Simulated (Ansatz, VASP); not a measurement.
**KBr: VASP beside Ansatz**

```
CELL_PARAMETERS angstrom
0.00000 3.30000 3.30000
3.30000 0.00000 3.30000
3.30000 3.30000 0.00000
ATOMIC_POSITIONS crystal
K 0.00000 0.00000 0.00000
Br 0.50000 0.50000 0.50000
```

Alike in both runs: task relaxation of cell and atoms; functional PBEsol; k mesh 6 × 6 × 6; occupations gaussian, width 0.02 eV; no spin polarisation.

|  | VASP | Ansatz |
| --- | --- | --- |
| version | VASP 6.6.1 | Ansatz 0.2.0 |
| potentials or method | VASP PAW PBE potentials, release 64 (K_sv, Br), cutoff 500 eV | scalar-relativistic, plane waves, PAW |
| valence electrons in the cell | 16 | 16 |

|  | VASP | Ansatz | Ansatz less VASP |
| --- | --- | --- | --- |
| gap on the k mesh at the Fermi level, each at its own relaxed structure (eV) | 4.33 | 4.34 | +0.013 |
| relaxed volume (Å³/atom) | 35.25 | 35.11 | -0.141 |
| relaxed cell length with the largest relative difference (Å) | 4.637 | 4.631 | -0.0062 |

VASP's potentials were made for PBE, not for PBEsol.
